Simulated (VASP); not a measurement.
# PbSe (F-43m) in VASP: single point with HSE06

Aim: the single point of PbSe with HSE06.

Program: VASP 6.6.1. These are calculated values, not measurements. Logs are shortened: lines on timing, memory, paths and dates and some standing lists are left out, and cuts for length are marked.

## (1) The cell of the first run

The structure is cubic, space group F-43m (No. 216). Conventional cell: a = 6.846 Å, b = 6.846 Å, c = 6.846 Å, α = 90.00°, β = 90.00°, γ = 90.00°. Pb (site symmetry -43m) has 4 Se at 2.96 Å within 3.9 Å. Within 3.9 Å of Se (site symmetry -43m) lie 4 Pb at 2.96 Å.

## (2) Single point, HSE06

The input, POSCAR:

```
PbSe
1.0
    0.0000000000      3.4232041378      3.4232041378
    3.4232041378      0.0000000000      3.4232041378
    3.4232041378      3.4232041378      0.0000000000
Pb Se
1 1
Direct
    0.0000000000      0.0000000000      0.0000000000
    0.2500000000      0.2500000000      0.2500000000
```

The input, INCAR.step1:

```
SYSTEM = PbSe
ALGO = Normal
EDIFF = 1E-5
ENCUT = 520
GGA = PE
ISIF = 2
ISMEAR = 0
LASPH = .TRUE.
LCHARG = .FALSE.
LREAL = .FALSE.
LWAVE = .TRUE.
NBANDS = 17
NELM = 60
PREC = Accurate
SIGMA = 0.01
```

The input, INCAR.step2:

```
SYSTEM = PbSe
ALGO = Normal
EDIFF = 1E-7
ENCUT = 520
GGA = PE
HFSCREEN = 0.2079
ISIF = 2
ISMEAR = 0
ISTART = 1
LASPH = .TRUE.
LCHARG = .FALSE.
LHFCALC = .TRUE.
LREAL = .FALSE.
LWAVE = .FALSE.
NBANDS = 17
NELM = 60
PREC = Accurate
PRECFOCK = Normal
SIGMA = 0.01
```

The input, KPOINTS:

```
k-points
0
G
  4 4 4
  0 0 0
```

Potentials or basis: VASP PAW PBE potentials, release 64 (Pb_d, Se).

Launch:

```bash
$ cat potpaw_PBE.64/Pb_d/POTCAR potpaw_PBE.64/Se/POTCAR > POTCAR
$ cp INCAR.step1 INCAR
$ mpirun -np 1 vasp_std > vasp.out
$ cp INCAR.step2 INCAR
$ mpirun -np 1 vasp_std > vasp.out
```

OUTCAR:

```text
SYSTEM = PbSe
   EDIFF = 1E-7
   ENCUT = 520
   GGA = PE
   HFSCREEN = 0.2079
   ISIF = 2
   ISMEAR = 0
   ISTART = 1
   LASPH = .TRUE.
   LHFCALC = .TRUE.
   LREAL = .FALSE.
   NELM = 60
   PREC = Accurate
   PRECFOCK = Normal

 ion  position               nearest neighbor table
   1  0.000  0.000  0.000-   2 2.96   2 2.96   2 2.96   2 2.96
   2  0.250  0.250  0.250-   1 2.96   1 2.96   1 2.96   1 2.96

  LATTYP: Found a face centered cubic cell.
 ALAT       =     6.8464082756

  Lattice vectors:

 A1 = (   0.0000000000,   3.4232041378,   3.4232041378)
 A2 = (   3.4232041378,   0.0000000000,   3.4232041378)
 A3 = (   3.4232041378,   3.4232041378,   0.0000000000)

Analysis of symmetry for initial positions (statically):
=====================================================================
 Subroutine PRICEL returns:
 Original cell was already a primitive cell.

 Routine SETGRP: Setting up the symmetry group for a
 face centered cubic supercell.

 Subroutine GETGRP returns: Found 24 space group operations
 (whereof 24 operations were pure point group operations)
 out of a pool of 48 trial point group operations.

The static configuration has the point symmetry T_d .

Analysis of symmetry for dynamics (positions and initial velocities):
=====================================================================
 Subroutine PRICEL returns:
 Original cell was already a primitive cell.

 Routine SETGRP: Setting up the symmetry group for a
 face centered cubic supercell.

 Subroutine GETGRP returns: Found 24 space group operations
 (whereof 24 operations were pure point group operations)
 out of a pool of 48 trial point group operations.

The dynamic configuration has the point symmetry T_d .

 Subroutine INISYM returns: Found 24 space group operations
 (whereof 24 operations are pure point group operations),
 and found     1 'primitive' translations

----------------------------------------------------------------------------------------

                                     Primitive cell

  volume of cell :      80.2284

  direct lattice vectors                    reciprocal lattice vectors
     0.000000000  3.423204138  3.423204138    -0.146061988  0.146061988  0.146061988
     3.423204138  0.000000000  3.423204138     0.146061988 -0.146061988  0.146061988
     3.423204138  3.423204138  0.000000000     0.146061988  0.146061988 -0.146061988

  length of vectors
     4.841141718  4.841141718  4.841141718     0.252986783  0.252986783  0.252986783

  position of ions in fractional coordinates (direct lattice)
     0.000000000  0.000000000  0.000000000
     0.250000000  0.250000000  0.250000000

  ion indices of the primitive-cell ions
   primitive index   ion index
                 1           1
                 2           2

----------------------------------------------------------------------------------------

 KPOINTS: k-points

Automatic generation of k-mesh.
 Grid dimensions read from file:
 generate k-points for:    4    4    4

 Generating k-lattice:

  Cartesian coordinates                     Fractional coordinates (reciprocal lattice)
    -0.036515497  0.036515497  0.036515497     0.250000000  0.000000000  0.000000000
     0.036515497 -0.036515497  0.036515497     0.000000000  0.250000000  0.000000000
     0.036515497  0.036515497 -0.036515497     0.000000000  0.000000000  0.250000000

  Length of vectors
     0.063246696  0.063246696  0.063246696

  Shift w.r.t. Gamma in fractional coordinates (k-lattice)
     0.000000000  0.000000000  0.000000000

 Subroutine IBZKPT returns following result:
 ===========================================

 Found      8 irreducible k-points:

 Following reciprocal coordinates:
            Coordinates               Weight
  0.000000  0.000000  0.000000      1.000000
  0.250000  0.000000  0.000000      8.000000
  0.500000  0.000000  0.000000      4.000000
  0.250000  0.250000  0.000000      6.000000
  0.500000  0.250000  0.000000     24.000000
 -0.250000  0.250000  0.000000     12.000000
  0.500000  0.500000  0.000000      3.000000
 -0.250000  0.500000  0.250000      6.000000
   k-points           NKPTS =      8   k-points in BZ     NKDIM =     64   number of bands    NBANDS=     17
   number of dos      NEDOS =    301   number of ions     NIONS =      2
   total plane-waves  NPLWV =  46656
   dimension x,y,z NGX =    36 NGY =   36 NGZ =   36
   dimension x,y,z NGXF=    72 NGYF=   72 NGZF=   72
   ions per type =               1   1
   NGX,Y,Z   is equivalent  to a cutoff of  12.36, 12.36, 12.36 a.u.
   NGXF,Y,Z  is equivalent  to a cutoff of  24.72, 24.72, 24.72 a.u.
 SYSTEM =  PbSe
   PREC   = accura    normal or accurate (medium, high low for compatibility)
   ISTART =      1    job   : 0-new  1-cont  2-samecut
   ICHARG =      0    charge: 1-file 2-atom 10-const
   ISPIN  =      1    spin polarized calculation?
   LNONCOLLINEAR =      F non collinear calculations
   LSORBIT =      F    spin-orbit coupling
   LASPH  =      T    aspherical Exc in radial PAW
   ENCUT  =  520.0 eV  38.22 Ry    6.18 a.u.   9.00  9.00  9.00*2*pi/ulx,y,z
   NELM   =     60;   NELMIN=  2; NELMDL=  0     # of ELM steps
   EDIFF  = 0.1E-06   stopping-criterion for ELM
   LREAL  =      F    real-space projection
   EDIFFG = 0.1E-05   stopping-criterion for IOM
   NSW    =      0    number of steps for IOM
   IBRION =     -1    ionic relax: 0-MD 1-quasi-New 2-CG
   NFREE  =      0    steps in history (QN), initial steepest desc. (CG)
   ISIF   =      2    stress and relaxation
   ISYM   =      3    0-nonsym 1-usesym 2-fastsym
   POTIM  = 0.5000    time-step for ionic-motion
   TEBEG  =    0.0;   TEEND  =   0.0 temperature during run
   PSTRESS=    0.0 pullay stress
   NELECT =      20.0000    total number of electrons
   NUPDOWN=      -1.0000    fix difference up-down
   EMIN   =  10.00;   EMAX   =-10.00  energy-range for DOS
   EFERMI =   0.00;   METHOD = LEGACY
   ISMEAR =     0;   SIGMA  =   0.01  broadening in eV -4-tet -1-fermi 0-gaus
   EFERMI_NEDOS =   21; number of points for ismear=-14 and -15
   IALGO  =     38    algorithm
   IMIX   =      1    mixing-type and parameters
     AMIX     =   0.40;   BMIX     =  1.00
     AMIX_MAG =   1.60;   BMIX_MAG =  1.00
  volume/ion in A,a.u.               =      40.11       270.70
  Fermi-wavevector in a.u.,A,eV,Ry     =   1.030328  1.947037 14.443606  1.061575
  Thomas-Fermi vector in A             =   2.164420
   LORBIT       =      0    0 simple, 1 ext, 2 COOP (PROOUT), +10 PAW based schemes
   GGA     = PE    functional components
   LHFCALC =     T    Hartree Fock is set to
   PRECFOCK=normal    Normal, Fast or Accurate (Low or Medium for compatibility)
   ENCUT4O =  -1.0   cutoff for four orbital integrals eV
   NKREDX  =     1    reduce k-point grid by
   NKREDY  =     1    reduce k-point grid by
   NKREDZ  =     1    reduce k-point grid by
   AEXX    =    0.2500 exact exchange contribution
   HFSCREEN=    0.2079 screening length (either q_TF or 0.3 A-1)
   HFSCREENC=   0.2079 screening length for correlation (either q_TF or 0.3 A-1)
   ENCUTFOCK=  -1.0 apply spherical cutoff to Coloumb kernel
   IVDW    =     0    specifies the selected vdW correction
   LEPSILON=     F    determine dielectric tensor
   LRPA    =     F    only Hartree local field effects (RPA)
 non-spin polarized calculation
 Gauss-broadening in eV      SIGMA  =   0.01
  energy-cutoff  :      520.00
  volume of cell :       80.23
 maximum number of plane-waves:      2200
  NGX = 28; NGY = 28; NGZ = 28

 number of electron      20.0000005 magnetization

 Free energy of the ion-electron system (eV)
  ---------------------------------------------------
  ext. energy  EPLUGINS =         0.00000000
  ---------------------------------------------------
  free energy    TOTEN  =        -9.31308322 eV

  energy without entropy =       -9.31308322  energy(sigma->0) =       -9.31308322

 E-fermi :   2.1011     XC(G=0):  -6.4956

 val. band max:        2.0402283184   @ k =  -0.2500   0.5000   0.2500
 cond. band min:       3.1128893951   @ k =   0.5000   0.5000   0.0000
 fundamental gap:      1.0726610768
 Fermi energy:         2.1010698113

 k-point     1 :       0.0000    0.0000    0.0000
  band No.  band energies     occupation
      1     -16.5401      2.00000
      2     -16.5401      2.00000
      3     -16.5401      2.00000
      4     -16.5024      2.00000
      5     -16.5024      2.00000
      6     -12.0803      2.00000
[... 9 lines left out ...]
     16      11.0114      0.00000
     17      11.7690      0.00000

 k-point     2 :       0.2500    0.0000    0.0000
  band No.  band energies     occupation
      1     -16.5533      2.00000
      2     -16.5352      2.00000
      3     -16.5352      2.00000
      4     -16.5020      2.00000
      5     -16.5020      2.00000
      6     -11.7851      2.00000
[... 9 lines left out ...]
     16      10.1270      0.00000
     17      11.2398      0.00000

 k-point     3 :       0.5000    0.0000    0.0000
  band No.  band energies     occupation
      1     -16.5663      2.00000
      2     -16.5314      2.00000
      3     -16.5314      2.00000
      4     -16.5005      2.00000
      5     -16.5005      2.00000
      6     -11.4250      2.00000
[... 9 lines left out ...]
     16      11.1833      0.00000
     17      11.1833      0.00000

 k-point     4 :       0.2500    0.2500    0.0000
  band No.  band energies     occupation
      1     -16.5635      2.00000
      2     -16.5296      2.00000
      3     -16.5296      2.00000
      4     -16.5058      2.00000
      5     -16.4995      2.00000
      6     -11.6816      2.00000
[... 9 lines left out ...]
     16      11.5928      0.00000
     17      13.2853      0.00000

 k-point     5 :       0.5000    0.2500    0.0000
  band No.  band energies     occupation
      1     -16.5745      2.00000
      2     -16.5265      2.00000
      3     -16.5248      2.00000
      4     -16.5053      2.00000
      5     -16.4990      2.00000
      6     -11.3063      2.00000
[... 9 lines left out ...]
     16      11.5647      0.00000
     17      12.2181      0.00000

 k-point     6 :      -0.2500    0.2500    0.0000
  band No.  band energies     occupation
      1     -16.5669      2.00000
      2     -16.5295      2.00000
      3     -16.5294      2.00000
      4     -16.5025      2.00000
      5     -16.5014      2.00000
      6     -11.4366      2.00000
[... 9 lines left out ...]
     16      10.9490      0.00000
     17      12.2304      0.00000

 k-point     7 :       0.5000    0.5000    0.0000
  band No.  band energies     occupation
      1     -16.5857      2.00000
      2     -16.5191      2.00000
      3     -16.5191      2.00000
      4     -16.5097      2.00000
      5     -16.4966      2.00000
      6     -11.1715      2.00000
[... 9 lines left out ...]
     16      12.6226      0.00000
     17      12.7545      0.00000

 k-point     8 :      -0.2500    0.5000    0.2500
  band No.  band energies     occupation
      1     -16.5783      2.00000
      2     -16.5271      2.00000
      3     -16.5199      2.00000
      4     -16.5056      2.00000
      5     -16.4998      2.00000
      6     -11.1661      2.00000
[... 9 lines left out ...]
     16      12.0515      0.00000
     17      12.1929      0.00000

------------------------ aborting loop because EDIFF is reached ----------------------------------------

  FORCE on cell =-STRESS in cart. coord.  units (eV):
  Direction    XX          YY          ZZ          XY          YZ          ZX
  --------------------------------------------------------------------------------------
  -------------------------------------------------------------------------------------
  Total        0.0194509      0.0194509      0.0194509      0.0000000      0.0000000     -0.0000000
  in kB        0.3884386      0.3884386      0.3884386      0.0000000      0.0000000     -0.0000000
  external PRESSURE =       0.3884386 kB  Pullay stress =       0.0000000 kB

 VOLUME and BASIS-vectors are now :
 -----------------------------------------------------------------------------
  energy-cutoff  :      520.00
  volume of cell :       80.23
      direct lattice vectors                 reciprocal lattice vectors
     0.000000000  3.423204138  3.423204138    -0.146061988  0.146061988  0.146061988
     3.423204138  0.000000000  3.423204138     0.146061988 -0.146061988  0.146061988
     3.423204138  3.423204138  0.000000000     0.146061988  0.146061988 -0.146061988

 POSITION                                       TOTAL-FORCE (eV/Angst)
 -----------------------------------------------------------------------------------
      0.00000      0.00000      0.00000        -0.000000     -0.000000     -0.000000
      1.71160      1.71160      1.71160         0.000000      0.000000      0.000000
 -----------------------------------------------------------------------------------
    total drift:                               -0.000000      0.000001      0.000001

  FREE ENERGIE OF THE ION-ELECTRON SYSTEM (eV)
  ---------------------------------------------------
  free  energy   TOTEN  =        -9.3130832156 eV

  energy  without entropy=       -9.3130832156  energy(sigma->0) =       -9.31308322
```

Wall time 11 min (1 thread of AMD EPYC 9R45 (Zen 5), shared host); peak memory 0.3 GiB.

What came out:

```
Free energy            : -9.3131 eV
Pressure               : 0.0 GPa
Band gap on the k mesh : 1.07 eV (least direct gap 1.66 eV)
```

Levels at points of the mesh, in eV from the valence-band top:
```
           k point  band 6  band 7  band 8  band 9  band 10  band 11  band 12  band 13  band 14  band 15
(0.00, 0.00, 0.00)  -14.12   -6.76   -1.91   -1.91    -1.91     2.66     2.66     2.66     5.26     8.97
(0.50, 0.00, 0.00)  -13.47   -8.54   -2.48   -2.48    -2.15     3.46     3.46     4.29     7.11     8.64
(0.50, 0.50, 0.00)  -13.21   -8.93   -3.23   -3.23    -0.58     1.07     5.64     5.64     6.56     8.67
```

Caveat: the structure was generated, so it needn't be the stable form of PbSe; the PAW data sets were made with another functional, which shifts forces and pressure a little; spin-orbit coupling is left out, which moves the levels of the heavy elements.
